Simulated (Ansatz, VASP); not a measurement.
BN in VASP and in Ansatz

File POSCAR:

```
BN
1.0
    2.5665914969      0.0000000000      0.0000000000
   -1.2832957485      2.2227334374      0.0000000000
    0.0000000000      0.0000000000      6.4946700000
B N
2 2
Direct
    0.3333333333      0.6666666667      0.2500000000
    0.6666666667      0.3333333333      0.7500000000
    0.3333333333      0.6666666667      0.7500000000
    0.6666666667      0.3333333333      0.2500000000
```

Contents of INCAR.step1:

```
PREC = Accurate
ENCUT = 520
ISMEAR = 0
SIGMA = 0.05
LREAL = F
LASPH = T
NELM = 80
NBANDS = 16
GGA = PE
ALGO = Normal
EDIFF = 1E-4
LWAVE = T
LCHARG = F
```

File INCAR.step2:

```
PREC = Accurate
ENCUT = 520
EDIFF = 1E-6
ISMEAR = 0
SIGMA = 0.05
LREAL = F
LASPH = T
NELM = 80
ALGO = Normal
ISIF = 2
LWAVE = F
LCHARG = F
METAGGA = R2SCAN
LMIXTAU = T
NBANDS = 16
ISTART = 1
```

The input KPOINTS:

```
Automatic mesh
0
Gamma
  12 12 4
```

Input for Ansatz:

```yaml
crystal:
  lattice:
    - [2.5665914969, 0.0, 0.0]
    - [-1.2832957485, 2.2227334374, 0.0]
    - [0.0, 0.0, 6.49467]
  atoms:
    - { symbol: B, position: [0.3333333333, 0.6666666667, 0.25] }
    - { symbol: B, position: [0.6666666667, 0.3333333333, 0.75] }
    - { symbol: "N", position: [0.3333333333, 0.6666666667, 0.75] }
    - { symbol: "N", position: [0.6666666667, 0.3333333333, 0.25] }
basis:
  ecutwfc: 500
kpoints:
  mp_grid: { grid: [12, 12, 4] }
hamiltonian:
  xc: r2scan
scf:
  occupations: { method: gaussian, width: 0.05 }
output:
  forces: true
  stress: true
  eigenvalues: true
```

Change from the starting cell: strain +0.025 along x and y, -0.025 along z, atoms carried along.

Alike in both runs: task single point; functional r2SCAN; k mesh 12 × 12 × 4; occupations gaussian, width 0.05 eV; no spin polarisation.

|  | VASP | Ansatz |
| --- | --- | --- |
| version | VASP 6.6.1 | Ansatz 0.2.0 |
| potentials or method | VASP PAW PBE potentials, release 64 (B, N), cutoff 520 eV | scalar-relativistic, plane waves, PAW |
| valence electrons in the cell | 16 | 16 |

VASP gave:

| Property | Result |
| --- | --- |
| gap on the k mesh at the Fermi level (eV) | 4.68 |
| least direct gap on the mesh (eV) | 5.03 |
| pressure (GPa) | -16.6 |
| traceless stress, the component that is largest in VASP (GPa) | 17.93 |

**Question.** What did Ansatz give for the same quantities?

**Answer.** gap on the k mesh at the Fermi level (eV): 4.65; least direct gap on the mesh (eV): 4.99; pressure (GPa): -17.0; traceless stress, the component that is largest in VASP (GPa): 18.53.

VASP's potentials were made for PBE, not for r2SCAN. The functional is the same, so the differences come from potentials, cutoffs and numerics.
